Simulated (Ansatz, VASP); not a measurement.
**One calculation of Mg4Se, two programs**

```
Mg Se
1.0
     5.79004    0.00000    0.00000
    -2.89502    5.01432    0.00000
     0.00000    0.00000    5.28759
Mg Se
4 1
Direct
  0.66667 0.33333 0.88415
  0.83521 0.16479 0.38380
  0.83521 0.67042 0.38380
  0.32958 0.16479 0.38380
  0.33333 0.66667 0.37568
```

Alike in both runs: functional PBE; k mesh 4 × 4 × 3; occupations gaussian, width 0.2 eV; no spin polarisation.

Ansatz relaxed the structure, and its values are those at the end. VASP's run is a single point on that final structure, the one shown.

|  | VASP | Ansatz |
| --- | --- | --- |
| version | VASP 6.6.1 | Ansatz 0.2.0 |
| potentials or method | VASP PAW PBE potentials, release 64 (Mg, Se), cutoff 600 eV | scalar-relativistic, plane waves, PAW |
| valence electrons in the cell | 14 | 56 |

```csv
,VASP,Ansatz,Ansatz less VASP
gap on the k mesh at the Fermi level (eV),none,none,-
pressure (GPa),0.0,0.1,+0.07
```

A gap of «none» marks a metal or a gap that the smearing closes. VASP's potentials hold 14 valence electrons a cell and Ansatz's 56, so a difference there can come from the potentials and not from the codes.

The k mesh is coarse, so the values compare programs but aren't converged.
